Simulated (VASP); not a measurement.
# HfO2 (Fm-3m) in VASP: notebook

The runs below take HfO2 through single point, with r2SCAN, HSE06, PBE-based screened hybrid.

Everything below comes from runs of VASP 6.6.1. Logs are shortened: lines on timing, memory, paths and dates and some standing lists are left out, and cuts for length are marked.

## Step 1: The cell of the first run

The structure is cubic, space group Fm-3m (No. 225). Conventional cell: a = 5.058 Å, b = 5.058 Å, c = 5.058 Å, α = 90.00°, β = 90.00°, γ = 90.00°. Hf (site symmetry m-3m) has 8 O at 2.19 Å within 2.9 Å. Within 2.9 Å of O (site symmetry -43m) lie 4 Hf at 2.19 Å and 6 O at 2.53 Å.

## Step 2: Single point, r2SCAN

File POSCAR:

```
HfO2
1.0
    0.0000000000      2.5291823181      2.5291823181
    2.5291823181      0.0000000000      2.5291823181
    2.5291823181      2.5291823181      0.0000000000
Hf O
1 2
Direct
    0.0000000000      0.0000000000      0.0000000000
    0.2500000000      0.2500000000      0.2500000000
    0.7500000000      0.7500000000      0.7500000000
```

File INCAR.step1:

```
PREC = Accurate ; ENCUT = 520
ISMEAR = 0 ; SIGMA = 0.01
LREAL = False ; LASPH = True
NELM = 80 ; NBANDS = 18
GGA = PE ; ALGO = Normal
EDIFF = 1E-4 ; LWAVE = True
LCHARG = False
```

File INCAR.step2:

```
PREC = Accurate ; ENCUT = 520
EDIFF = 1E-7 ; ISMEAR = 0
SIGMA = 0.01 ; LREAL = False
LASPH = True ; NELM = 80
ALGO = Normal ; ISIF = 2
LWAVE = False ; LCHARG = False
METAGGA = R2SCAN ; LMIXTAU = True
NBANDS = 18 ; ISTART = 1
```

File KPOINTS:

```
regular mesh
0
Gamma
  6 6 6
```

Potentials or basis: VASP PAW PBE potentials, release 64 (Hf_pv, O).

Started as:

```bash
cat potpaw_PBE.64/Hf_pv/POTCAR potpaw_PBE.64/O/POTCAR > POTCAR
cp INCAR.step1 INCAR
mpirun -np 1 vasp_std > vasp.out
cp INCAR.step2 INCAR
mpirun -np 1 vasp_std > vasp.out
```

OUTCAR:

```text
PREC = Accurate
   ENCUT = 520
   EDIFF = 1E-7
   ISMEAR = 0
   LREAL = False
   LASPH = True
   NELM = 80
   ISIF = 2
   METAGGA = R2SCAN
   ISTART = 1

 ion  position               nearest neighbor table
   1  0.000  0.000  0.000-   3 2.19   3 2.19   3 2.19   2 2.19   3 2.19   2 2.19   2 2.19   2 2.19

   2  0.250  0.250  0.250-   1 2.19   1 2.19   1 2.19   1 2.19
   3  0.750  0.750  0.750-   1 2.19   1 2.19   1 2.19   1 2.19

  LATTYP: Found a face centered cubic cell.
 ALAT       =     5.0583646362

  Lattice vectors:

 A1 = (   0.0000000000,   2.5291823181,   2.5291823181)
 A2 = (   2.5291823181,   0.0000000000,   2.5291823181)
 A3 = (   2.5291823181,   2.5291823181,   0.0000000000)

Analysis of symmetry for initial positions (statically):
=====================================================================
 Subroutine PRICEL returns:
 Original cell was already a primitive cell.

 Routine SETGRP: Setting up the symmetry group for a
 face centered cubic supercell.

 Subroutine GETGRP returns: Found 48 space group operations
 (whereof 48 operations were pure point group operations)
 out of a pool of 48 trial point group operations.

The static configuration has the point symmetry O_h .

Analysis of symmetry for dynamics (positions and initial velocities):
=====================================================================
 Subroutine PRICEL returns:
 Original cell was already a primitive cell.

 Routine SETGRP: Setting up the symmetry group for a
 face centered cubic supercell.

 Subroutine GETGRP returns: Found 48 space group operations
 (whereof 48 operations were pure point group operations)
 out of a pool of 48 trial point group operations.

The dynamic configuration has the point symmetry O_h .

 Subroutine INISYM returns: Found 48 space group operations
 (whereof 48 operations are pure point group operations),
 and found     1 'primitive' translations

----------------------------------------------------------------------------------------

                                     Primitive cell

  volume of cell :      32.3572

  direct lattice vectors                    reciprocal lattice vectors
     0.000000000  2.529182318  2.529182318    -0.197692352  0.197692352  0.197692352
     2.529182318  0.000000000  2.529182318     0.197692352 -0.197692352  0.197692352
     2.529182318  2.529182318  0.000000000     0.197692352  0.197692352 -0.197692352

  length of vectors
     3.576803936  3.576803936  3.576803936     0.342413197  0.342413197  0.342413197

  position of ions in fractional coordinates (direct lattice)
     0.000000000  0.000000000  0.000000000
     0.250000000  0.250000000  0.250000000
     0.750000000  0.750000000  0.750000000

  ion indices of the primitive-cell ions
   primitive index   ion index
                 1           1
                 2           2
                 3           3

----------------------------------------------------------------------------------------

 KPOINTS: regular mesh

Automatic generation of k-mesh.
 Grid dimensions read from file:
 generate k-points for:    6    6    6

 Generating k-lattice:

  Cartesian coordinates                     Fractional coordinates (reciprocal lattice)
    -0.032948725  0.032948725  0.032948725     0.166666667  0.000000000  0.000000000
     0.032948725 -0.032948725  0.032948725     0.000000000  0.166666667  0.000000000
     0.032948725  0.032948725 -0.032948725     0.000000000  0.000000000  0.166666667

  Length of vectors
     0.057068866  0.057068866  0.057068866

  Shift w.r.t. Gamma in fractional coordinates (k-lattice)
     0.000000000  0.000000000  0.000000000

 Subroutine IBZKPT returns following result:
 ===========================================

 Found     16 irreducible k-points:

 Following reciprocal coordinates:
            Coordinates               Weight
  0.000000  0.000000  0.000000      1.000000
  0.166667  0.000000  0.000000      8.000000
  0.333333  0.000000  0.000000      8.000000
  0.500000  0.000000  0.000000      4.000000
  0.166667  0.166667  0.000000      6.000000
  0.333333  0.166667  0.000000     24.000000
[... 8 lines left out ...]
 -0.333333  0.333333  0.166667     24.000000
 -0.333333  0.500000  0.166667     12.000000
   k-points           NKPTS =     16   k-points in BZ     NKDIM =     16   number of bands    NBANDS=     18
   number of dos      NEDOS =    301   number of ions     NIONS =      3
   total plane-waves  NPLWV =  21952
   dimension x,y,z NGX =    28 NGY =   28 NGZ =   28
   dimension x,y,z NGXF=    56 NGYF=   56 NGZF=   56
   ions per type =               1   2
   NGX,Y,Z   is equivalent  to a cutoff of  13.01, 13.01, 13.01 a.u.
   NGXF,Y,Z  is equivalent  to a cutoff of  26.03, 26.03, 26.03 a.u.
 SYSTEM =  unknown system
   PREC   = accura    normal or accurate (medium, high low for compatibility)
   ISTART =      1    job   : 0-new  1-cont  2-samecut
   ICHARG =      0    charge: 1-file 2-atom 10-const
   ISPIN  =      1    spin polarized calculation?
   LNONCOLLINEAR =      F non collinear calculations
   LSORBIT =      F    spin-orbit coupling
   LASPH  =      T    aspherical Exc in radial PAW
   ENCUT  =  520.0 eV  38.22 Ry    6.18 a.u.   6.65  6.65  6.65*2*pi/ulx,y,z
   NELM   =     80;   NELMIN=  2; NELMDL=  0     # of ELM steps
   EDIFF  = 0.1E-06   stopping-criterion for ELM
   LREAL  =      F    real-space projection
   EDIFFG = 0.1E-05   stopping-criterion for IOM
   NSW    =      0    number of steps for IOM
   IBRION =     -1    ionic relax: 0-MD 1-quasi-New 2-CG
   NFREE  =      0    steps in history (QN), initial steepest desc. (CG)
   ISIF   =      2    stress and relaxation
   ISYM   =      2    0-nonsym 1-usesym 2-fastsym
   POTIM  = 0.5000    time-step for ionic-motion
   TEBEG  =    0.0;   TEEND  =   0.0 temperature during run
   PSTRESS=    0.0 pullay stress
   NELECT =      22.0000    total number of electrons
   NUPDOWN=      -1.0000    fix difference up-down
   EMIN   =  10.00;   EMAX   =-10.00  energy-range for DOS
   EFERMI =   0.00;   METHOD = LEGACY
   ISMEAR =     0;   SIGMA  =   0.01  broadening in eV -4-tet -1-fermi 0-gaus
   EFERMI_NEDOS =   21; number of points for ismear=-14 and -15
   IALGO  =     38    algorithm
   IMIX   =      4    mixing-type and parameters
     AMIX     =   0.40;   BMIX     =  1.00
     AMIX_MAG =   1.60;   BMIX_MAG =  1.00
  volume/ion in A,a.u.               =      10.79        72.79
  Fermi-wavevector in a.u.,A,eV,Ry     =   1.439546  2.720348 28.195259  2.072293
  Thomas-Fermi vector in A             =   2.558390
   LORBIT       =      0    0 simple, 1 ext, 2 COOP (PROOUT), +10 PAW based schemes
   METAGGA = R2SCAN    functional components
   LHFCALC =     F    Hartree Fock is set to
   AEXX    =    0.0000 exact exchange contribution
   IVDW    =     0    specifies the selected vdW correction
   LEPSILON=     F    determine dielectric tensor
   LRPA    =     F    only Hartree local field effects (RPA)
 non-spin polarized calculation
 Gauss-broadening in eV      SIGMA  =   0.01
  energy-cutoff  :      520.00
  volume of cell :       32.36
 maximum number of plane-waves:       893
 NGX is ok and might be reduce to    28
   NGX = 13   NGY = 13   NGZ = 13

 number of electron      21.9999992 magnetization

 Free energy of the ion-electron system (eV)
  ---------------------------------------------------
  ext. energy  EPLUGINS =         0.00000000
  ---------------------------------------------------
  free energy    TOTEN  =       -68.54740027 eV

  energy without entropy =      -68.54740027  energy(sigma->0) =      -68.54740027

 E-fermi :   4.0425     XC(G=0): -12.6182

 val. band max:        3.9692493781   @ k =   0.5000   0.5000   0.0000
 cond. band min:       8.2839527115   @ k =   0.5000   0.5000   0.0000
 fundamental gap:      4.3147033334
 Fermi energy:         4.0424847084

 k-point     1 :       0.0000    0.0000    0.0000
  band No.  band energies     occupation
      1     -26.6562      2.00000
      2     -26.6562      2.00000
      3     -26.6562      2.00000
      4     -15.8030      2.00000
      5     -12.7665      2.00000
      6      -1.5147      2.00000
[... 10 lines left out ...]
     17      15.0558      0.00000
     18      16.6797      0.00000

 k-point     2 :       0.1667    0.0000    0.0000
  band No.  band energies     occupation
      1     -26.7773      2.00000
      2     -26.6690      2.00000
      3     -26.6690      2.00000
      4     -15.4425      2.00000
      5     -13.0467      2.00000
      6      -1.2495      2.00000
[... 10 lines left out ...]
     17      14.6069      0.00000
     18      16.6774      0.00000

 k-point     3 :       0.3333    0.0000    0.0000
  band No.  band energies     occupation
      1     -27.0051      2.00000
      2     -26.6943      2.00000
      3     -26.6943      2.00000
      4     -14.7814      2.00000
      5     -13.4380      2.00000
      6      -0.7008      2.00000
[... 10 lines left out ...]
     17      14.2394      0.00000
     18      16.6575      0.00000

 k-point     4 :       0.5000    0.0000    0.0000
  band No.  band energies     occupation
      1     -27.1127      2.00000
      2     -26.7069      2.00000
      3     -26.7069      2.00000
      4     -14.5724      2.00000
      5     -13.4595      2.00000
      6      -0.4329      2.00000
[... 207 lines left out ...]
      4     -14.1720      2.00000
      5     -13.7704      2.00000
      6      -1.1036      2.00000
[... 10 lines left out ...]
     17      15.6207      0.00000
     18      16.6743      0.00000

 k-point    15 :      -0.3333    0.3333    0.1667
  band No.  band energies     occupation
      1     -27.0128      2.00000
      2     -26.9038      2.00000
      3     -26.7548      2.00000
      4     -14.0278      2.00000
      5     -13.7479      2.00000
      6      -1.1106      2.00000
[... 10 lines left out ...]
     17      16.4071      0.00000
     18      16.6711      0.00000

 k-point    16 :      -0.3333    0.5000    0.1667
  band No.  band energies     occupation
      1     -27.0569      2.00000
      2     -26.8750      2.00000
      3     -26.7825      2.00000
      4     -13.9518      2.00000
      5     -13.7338      2.00000
      6      -1.9973      2.00000
[... 10 lines left out ...]
     17      16.6727      0.00000
     18      17.6589      0.00000

------------------------ aborting loop because EDIFF is reached ----------------------------------------

  FORCE on cell =-STRESS in cart. coord.  units (eV):
  Direction    XX          YY          ZZ          XY          YZ          ZX
  --------------------------------------------------------------------------------------
  -------------------------------------------------------------------------------------
  Total       -0.8021537     -0.8021537     -0.8021537      0.0000000     -0.0000000      0.0000000
  in kB      -39.7189504    -39.7189504    -39.7189504      0.0000000     -0.0000000      0.0000000
  external PRESSURE =     -39.7189504 kB  Pullay stress =       0.0000000 kB

 VOLUME and BASIS-vectors are now :
 -----------------------------------------------------------------------------
  energy-cutoff  :      520.00
  volume of cell :       32.36
      direct lattice vectors                 reciprocal lattice vectors
     0.000000000  2.529182318  2.529182318    -0.197692352  0.197692352  0.197692352
     2.529182318  0.000000000  2.529182318     0.197692352 -0.197692352  0.197692352
     2.529182318  2.529182318  0.000000000     0.197692352  0.197692352 -0.197692352

 POSITION                                       TOTAL-FORCE (eV/Angst)
 -----------------------------------------------------------------------------------
      0.00000      0.00000      0.00000         0.000000      0.000000     -0.000000
      1.26459      1.26459      1.26459        -0.000000     -0.000000      0.000000
      3.79377      3.79377      3.79377        -0.000000      0.000000      0.000000
 -----------------------------------------------------------------------------------
    total drift:                                0.000000      0.000000      0.000000

  FREE ENERGIE OF THE ION-ELECTRON SYSTEM (eV)
  ---------------------------------------------------
  free  energy   TOTEN  =       -68.5474002663 eV

  energy  without entropy=      -68.5474002663  energy(sigma->0) =      -68.54740027
```

It took 53 s on 1 thread of Intel Xeon 6975P-C, shared host; peak memory 0.17 GiB.

What came out:

```
Free energy            : -68.5474 eV
Pressure               : -4.0 GPa
Band gap on the k mesh : 4.31 eV, direct
```

Caveat: the PAW data sets were made with another functional, which shifts forces and pressure a little; spin-orbit coupling is left out, which moves the levels of the heavy elements. r2SCAN opens gaps a little over a GGA but as a rule still falls short of measured ones.

(Part 1 of 2 ends here.)
